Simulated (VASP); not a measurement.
# GaP (F-43m) in VASP: further runs, part 2 of 2

VASP 6.6.1. Earlier steps stand in the parts before.

### 3 Single point, PBE

Input file INCAR:

```
PREC = Accurate ; ENCUT = 500
EDIFF = 1E-6 ; ISMEAR = 0
SIGMA = 0.1 ; LREAL = F
LASPH = T ; NELM = 120
ALGO = Normal ; ISIF = 2
LWAVE = F ; LCHARG = T
GGA = PE ; LELF = T
LVHAR = T ; NBANDS = 16
ISYM = 0 ; GGA_COMPAT = F
```

Input file KPOINTS:

```
regular mesh
0
Gamma
  3 3 4
```

Input file POSCAR:

```
GaP
1.0
    0.0000000000      2.7258124945      2.7258124945
    2.7258124945      0.0000000000      2.7258124945
    2.7258124945      2.7258124945      0.0000000000
Ga P
1 1
Direct
    0.0000000000      0.0000000000      0.0000000000
    0.2500000000      0.2500000000      0.2500000000
```

Potentials or basis: VASP PAW PBE potentials, release 64 (Ga_d, P).

Launch:

```bash
$ cat potpaw_PBE.64/Ga_d/POTCAR potpaw_PBE.64/P/POTCAR > POTCAR
$ mpirun -np 1 vasp_std > vasp.out
```

OUTCAR:

```text
PREC = Accurate
   ENCUT = 500
   EDIFF = 1E-6
   ISMEAR = 0
   LREAL = F
   LASPH = T
   NELM = 120
   ISIF = 2
   GGA = PE
   ISYM = 0

 ion  position               nearest neighbor table
   1  0.000  0.000  0.000-   2 2.36   2 2.36   2 2.36   2 2.36
   2  0.250  0.250  0.250-   1 2.36   1 2.36   1 2.36   1 2.36

IMPORTANT INFORMATION: All symmetrisations will be switched off!
NOSYMM: (Re-)initialisation of all symmetry stuff for point group C_1.

----------------------------------------------------------------------------------------

                                     Primitive cell

  volume of cell :      40.5059

  direct lattice vectors                    reciprocal lattice vectors
     0.000000000  2.725812494  2.725812494    -0.183431546  0.183431546  0.183431546
     2.725812494  0.000000000  2.725812494     0.183431546 -0.183431546  0.183431546
     2.725812494  2.725812494  0.000000000     0.183431546  0.183431546 -0.183431546

  length of vectors
     3.854880998  3.854880998  3.854880998     0.317712757  0.317712757  0.317712757

  position of ions in fractional coordinates (direct lattice)
     0.000000000  0.000000000  0.000000000
     0.250000000  0.250000000  0.250000000

  ion indices of the primitive-cell ions
   primitive index   ion index
                 1           1
                 2           2

----------------------------------------------------------------------------------------

 KPOINTS: regular mesh

Automatic generation of k-mesh.
 Grid dimensions read from file:
 generate k-points for:    3    3    4

 Generating k-lattice:

  Cartesian coordinates                     Fractional coordinates (reciprocal lattice)
    -0.061143849  0.061143849  0.061143849     0.333333333  0.000000000  0.000000000
     0.061143849 -0.061143849  0.061143849     0.000000000  0.333333333  0.000000000
     0.045857887  0.045857887 -0.045857887     0.000000000  0.000000000  0.250000000

  Length of vectors
     0.105904252  0.105904252  0.079428189

  Shift w.r.t. Gamma in fractional coordinates (k-lattice)
     0.000000000  0.000000000  0.000000000

 -----------------------------------------------------------------------------
|                                                                             |
|           W    W    AA    RRRRR   N    N  II  N    N   GGGG   !!!           |
|           W    W   A  A   R    R  NN   N  II  NN   N  G    G  !!!           |
|           W    W  A    A  R    R  N N  N  II  N N  N  G       !!!           |
|           W WW W  AAAAAA  RRRRR   N  N N  II  N  N N  G  GGG   !            |
|           WW  WW  A    A  R   R   N   NN  II  N   NN  G    G                |
|           W    W  A    A  R    R  N    N  II  N    N   GGGG   !!!           |
|                                                                             |
|     Your reciprocal lattice and k-lattice belong to different lattice       |
|     classes:                                                                |
|                                                                             |
|        The reciprocal lattice is body-centered cubic,                       |
|        whereas your k-lattice is base-centered monoclinic.                  |
|                                                                             |
|     Results are often still useful ...                                      |
|                                                                             |
 -----------------------------------------------------------------------------

 WARNING: IBZKPT: internal override: KBLOWUP is changed to .FALSE.
      ... skipping the blow-up phase ...

 Subroutine IBZKPT returns following result:
 ===========================================

 Found     19 irreducible k-points:

 Following reciprocal coordinates:
            Coordinates               Weight
  0.000000  0.000000  0.000000      1.000000
  0.333333  0.000000  0.000000      2.000000
  0.000000  0.333333  0.000000      2.000000
  0.333333  0.333333  0.000000      2.000000
 -0.333333  0.333333  0.000000      2.000000
  0.000000  0.000000  0.250000      2.000000
[... 11 lines left out ...]
  0.333333  0.333333  0.500000      2.000000
 -0.333333  0.333333  0.500000      2.000000
   k-points           NKPTS =     19   k-points in BZ     NKDIM =     19   number of bands    NBANDS=     16
   number of dos      NEDOS =    301   number of ions     NIONS =      2
   total plane-waves  NPLWV =  21952
   dimension x,y,z NGX =    28 NGY =   28 NGZ =   28
   dimension x,y,z NGXF=    56 NGYF=   56 NGZF=   56
   ions per type =               1   1
   NGX,Y,Z   is equivalent  to a cutoff of  12.08, 12.08, 12.08 a.u.
   NGXF,Y,Z  is equivalent  to a cutoff of  24.15, 24.15, 24.15 a.u.
 SYSTEM =  unknown system
   PREC   = accura    normal or accurate (medium, high low for compatibility)
   ISTART =      0    job   : 0-new  1-cont  2-samecut
   ICHARG =      2    charge: 1-file 2-atom 10-const
   ISPIN  =      1    spin polarized calculation?
   LNONCOLLINEAR =      F non collinear calculations
   LSORBIT =      F    spin-orbit coupling
   LASPH  =      T    aspherical Exc in radial PAW
   ENCUT  =  500.0 eV  36.75 Ry    6.06 a.u.   7.03  7.03  7.03*2*pi/ulx,y,z
   NELM   =    120;   NELMIN=  2; NELMDL= -5     # of ELM steps
   EDIFF  = 0.1E-05   stopping-criterion for ELM
   LREAL  =      F    real-space projection
   EDIFFG = 0.1E-04   stopping-criterion for IOM
   NSW    =      0    number of steps for IOM
   IBRION =     -1    ionic relax: 0-MD 1-quasi-New 2-CG
   NFREE  =      0    steps in history (QN), initial steepest desc. (CG)
   ISIF   =      2    stress and relaxation
   ISYM   =      0    0-nonsym 1-usesym 2-fastsym
   POTIM  = 0.5000    time-step for ionic-motion
   TEBEG  =    0.0;   TEEND  =   0.0 temperature during run
   PSTRESS=    0.0 pullay stress
   NELECT =      18.0000    total number of electrons
   NUPDOWN=      -1.0000    fix difference up-down
   EMIN   =  10.00;   EMAX   =-10.00  energy-range for DOS
   EFERMI =   0.00;   METHOD = LEGACY
   ISMEAR =     0;   SIGMA  =   0.10  broadening in eV -4-tet -1-fermi 0-gaus
   EFERMI_NEDOS =   21; number of points for ismear=-14 and -15
   IALGO  =     38    algorithm
   IMIX   =      4    mixing-type and parameters
     AMIX     =   0.40;   BMIX     =  1.00
     AMIX_MAG =   1.60;   BMIX_MAG =  1.00
  volume/ion in A,a.u.               =      20.25       136.67
  Fermi-wavevector in a.u.,A,eV,Ry     =   1.249280  2.360796 21.234610  1.560700
  Thomas-Fermi vector in A             =   2.383328
   LORBIT       =      0    0 simple, 1 ext, 2 COOP (PROOUT), +10 PAW based schemes
   GGA     = PE    functional components
   LHFCALC =     F    Hartree Fock is set to
   AEXX    =    0.0000 exact exchange contribution
   IVDW    =     0    specifies the selected vdW correction
   LEPSILON=     F    determine dielectric tensor
   LRPA    =     F    only Hartree local field effects (RPA)
 non-spin polarized calculation
 Gauss-broadening in eV      SIGMA  =   0.10
  energy-cutoff  :      500.00
  volume of cell :       40.51
 maximum number of plane-waves:      1056
   NGX = 13   NGY = 13   NGZ = 13

 number of electron      18.0000016 magnetization

 Free energy of the ion-electron system (eV)
  ---------------------------------------------------
  ext. energy  EPLUGINS =         0.00000000
  ---------------------------------------------------
  free energy    TOTEN  =        -8.83908756 eV

  energy without entropy =       -8.83908756  energy(sigma->0) =       -8.83908756

 E-fermi :   5.1968     XC(G=0):  -9.7979

 val. band max:        4.7185875682   @ k =   0.0000   0.0000   0.0000
 cond. band min:       6.3437138879   @ k =   0.0000   0.0000   0.5000
 fundamental gap:      1.6251263197
 Fermi energy:         5.1968110555

 k-point     1 :       0.0000    0.0000    0.0000
  band No.  band energies     occupation
      1      -9.9133      2.00000
      2      -9.9080      2.00000
      3      -9.9046      2.00000
      4      -9.8124      2.00000
      5      -9.8096      2.00000
      6      -7.7852      2.00000
[... 8 lines left out ...]
     15      14.4648      0.00000
     16      14.4657      0.00000
[... 324 lines left out ...]
 k-point    19 :      -0.3333    0.3333    0.5000
  band No.  band energies     occupation
      1      -9.9975      2.00000
      2      -9.8763      2.00000
      3      -9.8574      2.00000
      4      -9.8187      2.00000
      5      -9.8046      2.00000
      6      -5.0418      2.00000
[... 8 lines left out ...]
     15      17.1686      0.00000
     16      17.4681      0.00000

------------------------ aborting loop because EDIFF is reached ----------------------------------------

  FORCE on cell =-STRESS in cart. coord.  units (eV):
  Direction    XX          YY          ZZ          XY          YZ          ZX
  --------------------------------------------------------------------------------------
  -------------------------------------------------------------------------------------
  Total        0.7800020      0.7800033      0.7821681     -0.3147403      0.3301375      0.3300661
  in kB       30.8523599     30.8524090     30.9380355    -12.4493029     13.0583267     13.0555016
  external PRESSURE =      30.8809348 kB  Pullay stress =       0.0000000 kB

 VOLUME and BASIS-vectors are now :
 -----------------------------------------------------------------------------
  energy-cutoff  :      500.00
  volume of cell :       40.51
      direct lattice vectors                 reciprocal lattice vectors
     0.000000000  2.725812494  2.725812494    -0.183431546  0.183431546  0.183431546
     2.725812494  0.000000000  2.725812494     0.183431546 -0.183431546  0.183431546
     2.725812494  2.725812494  0.000000000     0.183431546  0.183431546 -0.183431546

 POSITION                                       TOTAL-FORCE (eV/Angst)
 -----------------------------------------------------------------------------------
      0.00000      0.00000      0.00000        -0.063370     -0.063364      0.024094
      1.36291      1.36291      1.36291         0.063370      0.063364     -0.024094
 -----------------------------------------------------------------------------------
    total drift:                                0.000019      0.000028     -0.000002

  FREE ENERGIE OF THE ION-ELECTRON SYSTEM (eV)
  ---------------------------------------------------
  free  energy   TOTEN  =        -8.8390875620 eV

  energy  without entropy=       -8.8390875620  energy(sigma->0) =       -8.83908756
```

Wall time 22 s (1 thread of Intel Xeon 8259CL, shared host); peak memory 0.15 GiB.

The run converged, but its numbers aren't listed here, since they failed a check.

Caveat: the k points lie up to 0.67 Å⁻¹ apart.

### 4 Single point, PBE, non-collinear spin, zero start, spin-orbit coupling

Input file INCAR:

```
SYSTEM = GaP
PREC = Accurate ; ENCUT = 500
EDIFF = 1E-6 ; ISMEAR = 1
SIGMA = 0.067 ; LREAL = .False.
LASPH = .True. ; NELM = 200
ALGO = Normal ; ISIF = 2
LWAVE = .False. ; LCHARG = .False.
LNONCOLLINEAR = .True. ; MAGMOM = 0 0 0 0 0 0
LORBIT = 11 ; LSORBIT = .True.
GGA_COMPAT = .False. ; LORBMOM = .True.
GGA = PE ; NBANDS = 30
```

Input file KPOINTS:

```
regular mesh
0
Gamma
  2 2 2
  0 0 0
```

POSCAR is that of step 3.

Launch:

```bash
$ cat potpaw_PBE.64/Ga_d/POTCAR potpaw_PBE.64/P/POTCAR > POTCAR
$ mpirun -np 1 vasp_ncl > vasp.out
```

It took 36 s on 1 thread of Intel Xeon 8259CL, shared host; peak memory 0.23 GiB.

Results (log left out):

```yaml
Free_energy: -6.8916 eV
Pressure: 9.3 GPa
Net_moment: 0.00 μB per cell
Valence_electrons_inside_the_program's_atomic_spheres: Ga 11.71; P 2.62
```

Moments on the atoms (μB; x, y, z):
```
Ga  0.00 0.00 0.00
P   0.00 0.00 0.00
```

Caveat: the k points lie up to 1.00 Å⁻¹ apart.

### 5 Single point, PBE, collinear spin, ferromagnetic start

Input file INCAR:

```
ALGO = Normal
EDIFF = 1E-6
ENCUT = 500
GGA = PE
GGA_COMPAT = F
ISIF = 2
ISMEAR = 0
ISPIN = 2
LASPH = T
LCHARG = F
LORBIT = 11
LREAL = F
LWAVE = F
MAGMOM = 0 0.1
NBANDS = 20
NELM = 200
PREC = Accurate
SIGMA = 0.1
```

Input file KPOINTS:

```
k-points
0
Gamma
  4 4 4
```

POSCAR is that of step 4.

Launch:

```bash
$ cat potpaw_PBE.64/Ga_d/POTCAR potpaw_PBE.64/P/POTCAR > POTCAR
$ mpirun -np 1 vasp_std > vasp.out
```

Wall time 33 s (1 thread of Intel Xeon 8259CL, shared host); peak memory 0.17 GiB.

It converged, with:

```
Free energy                                           : -8.9764 eV
Pressure                                              : 2.8 GPa
Band gap on the k mesh                                : 1.63 eV, indirect (least direct gap 1.81 eV)
Net moment                                            : 0.00 μB per cell
Valence electrons inside the program's atomic spheres : Ga 11.72; P 2.56
```

Levels at points of the mesh, in eV from the valence-band top:
Spin up:
| k point | band 5 | band 6 | band 7 | band 8 | band 9 | band 10 | band 11 | band 12 | band 13 | band 14 |
| --- | --- | --- | --- | --- | --- | --- | --- | --- | --- | --- |
| (0.00, 0.00, 0.00) | -14.50 | -12.50 | 0.00 | 0.00 | 0.00 | 1.81 | 3.86 | 3.86 | 3.86 | 8.79 |
| (0.50, 0.00, 0.00) | -14.49 | -10.43 | -6.65 | -1.12 | -1.12 | 1.65 | 4.69 | 4.69 | 8.27 | 10.89 |
| (0.50, 0.50, 0.00) | -14.48 | -9.52 | -6.78 | -2.69 | -2.69 | 1.63 | 1.80 | 10.57 | 10.57 | 11.20 |
Spin down:
```csv
k point,band 7,band 8,band 9,band 10,band 11,band 12
"(0.00, 0.00, 0.00)",0.00,0.00,0.00,1.81,3.86,3.86
"(0.50, 0.00, 0.00)",-6.65,-1.12,-1.12,1.65,4.69,4.69
"(0.50, 0.50, 0.00)",-6.78,-2.69,-2.69,1.63,1.80,10.57
```

Caveat: the k points lie up to 0.50 Å⁻¹ apart. A k mesh can miss the band edges.

### 6 The runs side by side

```csv
level,spin,U,k mesh,smearing,gap on the mesh (eV),pressure (GPa),moment (μB)
PBE+U,off,Ga d U = 0.96 eV,4 × 4 × 4,gaussian 0.1 eV,1.63,2.3,-
PBE,"non-collinear, zero start, SOC",-,2 × 2 × 2,methfessel-paxton 0.067 eV,-,9.3,0.00
PBE,"collinear, ferromagnetic start",-,4 × 4 × 4,gaussian 0.1 eV,1.63,2.8,0.00
```

Alike in all rows: task single point; potentials or basis VASP PAW PBE potentials, release 64 (Ga_d, P); cell as given; cutoff (eV) 500.

Caveats: all runs use coarse meshes; the U is typed as a test and isn't derived for this compound (some runs).

Total energies depend on the potentials used, so only differences within one code and one set of settings carry meaning.
